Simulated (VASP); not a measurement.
# InP (zincblende type) (F-43m) in VASP: further runs

Runs on InP (zincblende type). Level: LDA. Tasks: single point.

Program: VASP 6.6.1. These are calculated values, not measurements. Logs are shortened: lines on timing, memory, paths and dates and some standing lists are left out, and cuts for length are marked.

### 1 The cell of the first run

The structure is cubic, space group F-43m (No. 216). Conventional cell: a = 5.584 Å, b = 5.584 Å, c = 5.584 Å, α = 90.00°, β = 90.00°, γ = 90.00°. In (site symmetry -43m) has 4 P at 2.42 Å within 3.2 Å. Within 3.2 Å of P (site symmetry -43m) lie 4 In at 2.42 Å.

### 2 Single point, LDA (volume scaled by 0.88)

Input file INCAR:

```
SYSTEM = InP
PREC = Accurate ; ENCUT = 500
EDIFF = 1E-6 ; ISMEAR = -1
SIGMA = 0.05 ; LREAL = .FALSE.
LASPH = .TRUE. ; NELM = 120
ALGO = Normal ; ISIF = 2
LWAVE = .FALSE. ; LCHARG = .FALSE.
NBANDS = 16 ; GGA_COMPAT = .FALSE.
```

Input file KPOINTS:

```
regular mesh
0
G
  11 11 11
  0 0 0
```

Input file POSCAR:

```
InP
1.0
    0.0000000000      2.7920311279      2.7920311279
    2.7920311279      0.0000000000      2.7920311279
    2.7920311279      2.7920311279      0.0000000000
In P
1 1
Direct
    0.0000000000      0.0000000000      0.0000000000
    0.2500000000      0.2500000000      0.2500000000
```

Potentials or basis: VASP PAW LDA potentials, release 64 (In_d, P).

Command:

```console
$ cat potpaw_LDA.64/In_d/POTCAR potpaw_LDA.64/P/POTCAR > POTCAR
$ mpirun -np 1 vasp_std > vasp.out
```

OUTCAR:

```text
SYSTEM = InP
   PREC = Accurate
   ENCUT = 500
   EDIFF = 1E-6
   ISMEAR = -1
   LREAL = .FALSE.
   LASPH = .TRUE.
   NELM = 120
   ISIF = 2

 ion  position               nearest neighbor table
   1  0.000  0.000  0.000-   2 2.42   2 2.42   2 2.42   2 2.42
   2  0.250  0.250  0.250-   1 2.42   1 2.42   1 2.42   1 2.42

  LATTYP: Found a face centered cubic cell.
 ALAT       =     5.5840622558

  Lattice vectors:

 A1 = (   0.0000000000,   2.7920311279,   2.7920311279)
 A2 = (   2.7920311279,   0.0000000000,   2.7920311279)
 A3 = (   2.7920311279,   2.7920311279,   0.0000000000)

Analysis of symmetry for initial positions (statically):
=====================================================================
 Subroutine PRICEL returns:
 Original cell was already a primitive cell.

 Routine SETGRP: Setting up the symmetry group for a
 face centered cubic supercell.

 Subroutine GETGRP returns: Found 24 space group operations
 (whereof 24 operations were pure point group operations)
 out of a pool of 48 trial point group operations.

The static configuration has the point symmetry T_d .

Analysis of symmetry for dynamics (positions and initial velocities):
=====================================================================
 Subroutine PRICEL returns:
 Original cell was already a primitive cell.

 Routine SETGRP: Setting up the symmetry group for a
 face centered cubic supercell.

 Subroutine GETGRP returns: Found 24 space group operations
 (whereof 24 operations were pure point group operations)
 out of a pool of 48 trial point group operations.

The dynamic configuration has the point symmetry T_d .

 Subroutine INISYM returns: Found 24 space group operations
 (whereof 24 operations are pure point group operations),
 and found     1 'primitive' translations

----------------------------------------------------------------------------------------

                                     Primitive cell

  volume of cell :      43.5302

  direct lattice vectors                    reciprocal lattice vectors
     0.000000000  2.792031128  2.792031128    -0.179081098  0.179081098  0.179081098
     2.792031128  0.000000000  2.792031128     0.179081098 -0.179081098  0.179081098
     2.792031128  2.792031128  0.000000000     0.179081098  0.179081098 -0.179081098

  length of vectors
     3.948528288  3.948528288  3.948528288     0.310177560  0.310177560  0.310177560

  position of ions in fractional coordinates (direct lattice)
     0.000000000  0.000000000  0.000000000
     0.250000000  0.250000000  0.250000000

  ion indices of the primitive-cell ions
   primitive index   ion index
                 1           1
                 2           2

----------------------------------------------------------------------------------------

 KPOINTS: regular mesh

Automatic generation of k-mesh.
 Grid dimensions read from file:
 generate k-points for:   11   11   11

 Generating k-lattice:

  Cartesian coordinates                     Fractional coordinates (reciprocal lattice)
    -0.016280100  0.016280100  0.016280100     0.090909091  0.000000000  0.000000000
     0.016280100 -0.016280100  0.016280100     0.000000000  0.090909091  0.000000000
     0.016280100  0.016280100 -0.016280100     0.000000000  0.000000000  0.090909091

  Length of vectors
     0.028197960  0.028197960  0.028197960

  Shift w.r.t. Gamma in fractional coordinates (k-lattice)
     0.000000000  0.000000000  0.000000000

 Subroutine IBZKPT returns following result:
 ===========================================

 Found     56 irreducible k-points:

 Following reciprocal coordinates:
            Coordinates               Weight
  0.000000  0.000000  0.000000      1.000000
  0.090909  0.000000  0.000000      8.000000
  0.181818  0.000000  0.000000      8.000000
  0.272727  0.000000  0.000000      8.000000
  0.363636  0.000000  0.000000      8.000000
  0.454545  0.000000  0.000000      8.000000
[... 16 lines left out ...]
 -0.272727  0.181818  0.000000     24.000000
 -0.181818  0.181818  0.000000     12.000000
 [... further k-points ...]
   k-points           NKPTS =     56   k-points in BZ     NKDIM =     56   number of bands    NBANDS=     16
   number of dos      NEDOS =    301   number of ions     NIONS =      2
   total plane-waves  NPLWV =  27000
   dimension x,y,z NGX =    30 NGY =   30 NGZ =   30
   dimension x,y,z NGXF=    60 NGYF=   60 NGZF=   60
   ions per type =               1   1
   NGX,Y,Z   is equivalent  to a cutoff of  12.63, 12.63, 12.63 a.u.
   NGXF,Y,Z  is equivalent  to a cutoff of  25.26, 25.26, 25.26 a.u.
 SYSTEM =  InP
   PREC   = accura    normal or accurate (medium, high low for compatibility)
   ISTART =      0    job   : 0-new  1-cont  2-samecut
   ICHARG =      2    charge: 1-file 2-atom 10-const
   ISPIN  =      1    spin polarized calculation?
   LNONCOLLINEAR =      F non collinear calculations
   LSORBIT =      F    spin-orbit coupling
   LASPH  =      T    aspherical Exc in radial PAW
   ENCUT  =  500.0 eV  36.75 Ry    6.06 a.u.   7.20  7.20  7.20*2*pi/ulx,y,z
   NELM   =    120;   NELMIN=  2; NELMDL= -5     # of ELM steps
   EDIFF  = 0.1E-05   stopping-criterion for ELM
   LREAL  =      F    real-space projection
   EDIFFG = 0.1E-04   stopping-criterion for IOM
   NSW    =      0    number of steps for IOM
   IBRION =     -1    ionic relax: 0-MD 1-quasi-New 2-CG
   NFREE  =      0    steps in history (QN), initial steepest desc. (CG)
   ISIF   =      2    stress and relaxation
   ISYM   =      2    0-nonsym 1-usesym 2-fastsym
   POTIM  = 0.5000    time-step for ionic-motion
   TEBEG  =    0.0;   TEEND  =   0.0 temperature during run
   PSTRESS=    0.0 pullay stress
   NELECT =      18.0000    total number of electrons
   NUPDOWN=      -1.0000    fix difference up-down
   EMIN   =  10.00;   EMAX   =-10.00  energy-range for DOS
   EFERMI =   0.00;   METHOD = LEGACY
   ISMEAR =    -1;   SIGMA  =   0.05  broadening in eV -4-tet -1-fermi 0-gaus
   EFERMI_NEDOS =   21; number of points for ismear=-14 and -15
   IALGO  =     38    algorithm
   IMIX   =      4    mixing-type and parameters
     AMIX     =   0.40;   BMIX     =  1.00
     AMIX_MAG =   1.60;   BMIX_MAG =  1.00
  volume/ion in A,a.u.               =      21.77       146.88
  Fermi-wavevector in a.u.,A,eV,Ry     =   1.219651  2.304805 20.239312  1.487547
  Thomas-Fermi vector in A             =   2.354895
   LORBIT       =      0    0 simple, 1 ext, 2 COOP (PROOUT), +10 PAW based schemes
   GGA     = CA    functional components
   LHFCALC =     F    Hartree Fock is set to
   AEXX    =    0.0000 exact exchange contribution
   IVDW    =     0    specifies the selected vdW correction
   LEPSILON=     F    determine dielectric tensor
   LRPA    =     F    only Hartree local field effects (RPA)
 non-spin polarized calculation
  energy-cutoff  :      500.00
  volume of cell :       43.53
 maximum number of plane-waves:      1123
 NGX is ok and might be reduce to    30
   NGX = 15   NGY = 15   NGZ = 15

 number of electron      18.0000005 magnetization

 Free energy of the ion-electron system (eV)
  ---------------------------------------------------
  ext. energy  EPLUGINS =         0.00000000
  ---------------------------------------------------
  free energy    TOTEN  =        -9.47065559 eV

  energy without entropy =       -9.47065557  energy(sigma->0) =       -9.47065558

 E-fermi :   7.4143     XC(G=0): -10.2521

 val. band max:        6.7608248051   @ k =   0.0000   0.0000   0.0000
 cond. band min:       8.0418812064   @ k =   0.0000   0.0000   0.0000
 fundamental gap:      1.2810564013
 Fermi energy:         7.4143309827

 k-point     1 :       0.0000    0.0000    0.0000
  band No.  band energies     occupation
      1      -7.8350      2.00000
      2      -7.8350      2.00000
      3      -7.8350      2.00000
      4      -7.5918      2.00000
      5      -7.5918      2.00000
      6      -5.8942      2.00000
[... 8 lines left out ...]
     15      16.4302      0.00000
     16      16.4302      0.00000

 k-point     2 :       0.0909    0.0000    0.0000
  band No.  band energies     occupation
      1      -7.8551      2.00000
      2      -7.8283      2.00000
      3      -7.8283      2.00000
      4      -7.5920      2.00000
      5      -7.5920      2.00000
      6      -5.7727      2.00000
[... 8 lines left out ...]
     15      15.8946      0.00000
     16      16.2797      0.00000

 k-point     3 :       0.1818    0.0000    0.0000
  band No.  band energies     occupation
      1      -7.9047      2.00000
      2      -7.8115      2.00000
      3      -7.8115      2.00000
      4      -7.5911      2.00000
      5      -7.5911      2.00000
      6      -5.4226      2.00000
[... 8 lines left out ...]
     15      15.3753      0.00000
     16      16.3645      0.00000

 k-point     4 :       0.2727    0.0000    0.0000
  band No.  band energies     occupation
      1      -7.9624      2.00000
      2      -7.7927      2.00000
      3      -7.7927      2.00000
      4      -7.5864      2.00000
      5      -7.5864      2.00000
      6      -4.8825      2.00000
[... 8 lines left out ...]
     15      15.5055      0.00000
     16      15.8731      0.00000

 k-point     5 :       0.3636    0.0000    0.0000
  band No.  band energies     occupation
      1      -8.0105      2.00000
      2      -7.7794      2.00000
      3      -7.7794      2.00000
      4      -7.5778      2.00000
      5      -7.5778      2.00000
      6      -4.2323      2.00000
[... 8 lines left out ...]
     15      16.3341      0.00000
     16      16.3341      0.00000

 k-point     6 :       0.4545    0.0000    0.0000
  band No.  band energies     occupation
      1      -8.0374      2.00000
      2      -7.7734      2.00000
      3      -7.7734      2.00000
      4      -7.5705      2.00000
      5      -7.5705      2.00000
      6      -3.6903      2.00000
[... 8 lines left out ...]
     15      17.4273      0.00000
     16      17.4273      0.00000
[... 267 lines left out ...]
 k-point    21 :      -0.4545    0.1818    0.0000
  band No.  band energies     occupation
      1      -8.0514      2.00000
      2      -7.7583      2.00000
      3      -7.7382      2.00000
      4      -7.5991      2.00000
      5      -7.5681      2.00000
      6      -3.3144      2.00000
[... 8 lines left out ...]
     15      17.2383      0.00000
     16      18.1199      0.00000

 k-point    22 :      -0.3636    0.1818    0.0000
  band No.  band energies     occupation
      1      -8.0403      2.00000
      2      -7.7621      2.00000
      3      -7.7454      2.00000
      4      -7.5869      2.00000
      5      -7.5830      2.00000
      6      -3.5268      2.00000
[... 8 lines left out ...]
     15      16.8047      0.00000
     16      18.0700      0.00000

 k-point    23 :      -0.2727    0.1818    0.0000
  band No.  band energies     occupation
      1      -8.0135      2.00000
      2      -7.7680      2.00000
      3      -7.7610      2.00000
      4      -7.5968      2.00000
      5      -7.5807      2.00000
      6      -4.1111      2.00000
[... 8 lines left out ...]
     15      17.6944      0.00000
     16      18.3946      0.00000

 k-point    24 :      -0.1818    0.1818    0.0000
  band No.  band energies     occupation
      1      -7.9764      2.00000
      2      -7.7830      2.00000
      3      -7.7782      2.00000
      4      -7.6020      2.00000
      5      -7.5799      2.00000
      6      -4.7065      2.00000
[... 8 lines left out ...]
     15      16.9511      0.00000
     16      18.4637      0.00000

 [... further k-points ...]
[... 5 lines left out ...]
  --------------------------------------------------------------------------------------
  -------------------------------------------------------------------------------------
  Total        3.3143471      3.3143471      3.3143471     -0.0000000     -0.0000000      0.0000000
  in kB      121.9881956    121.9881956    121.9881956     -0.0000000     -0.0000000      0.0000000
  external PRESSURE =     121.9881956 kB  Pullay stress =       0.0000000 kB

 VOLUME and BASIS-vectors are now :
 -----------------------------------------------------------------------------
  energy-cutoff  :      500.00
  volume of cell :       43.53
      direct lattice vectors                 reciprocal lattice vectors
     0.000000000  2.792031128  2.792031128    -0.179081098  0.179081098  0.179081098
     2.792031128  0.000000000  2.792031128     0.179081098 -0.179081098  0.179081098
     2.792031128  2.792031128  0.000000000     0.179081098  0.179081098 -0.179081098

 POSITION                                       TOTAL-FORCE (eV/Angst)
 -----------------------------------------------------------------------------------
      0.00000      0.00000      0.00000         0.000000     -0.000000      0.000000
      1.39602      1.39602      1.39602        -0.000000      0.000000     -0.000000
 -----------------------------------------------------------------------------------
    total drift:                                0.000000      0.000000      0.000000

  FREE ENERGIE OF THE ION-ELECTRON SYSTEM (eV)
  ---------------------------------------------------
  free  energy   TOTEN  =        -9.4706555871 eV

  energy  without entropy=       -9.4706555656  energy(sigma->0) =       -9.47065558
```

Wall time 29 s (1 thread of Intel Xeon Platinum 8375C at 2.90GHz (Ice Lake), shared host); peak memory 0.17 GiB.

What came out:

| Property | Result |
| --- | --- |
| Free energy | -9.4707 eV |
| Pressure | 12.2 GPa |
| Band gap on the k mesh | 1.28 eV, direct |

Caveat: spin-orbit coupling is left out, which moves the levels of the heavy elements.

(Continued in part 2 of 2.)
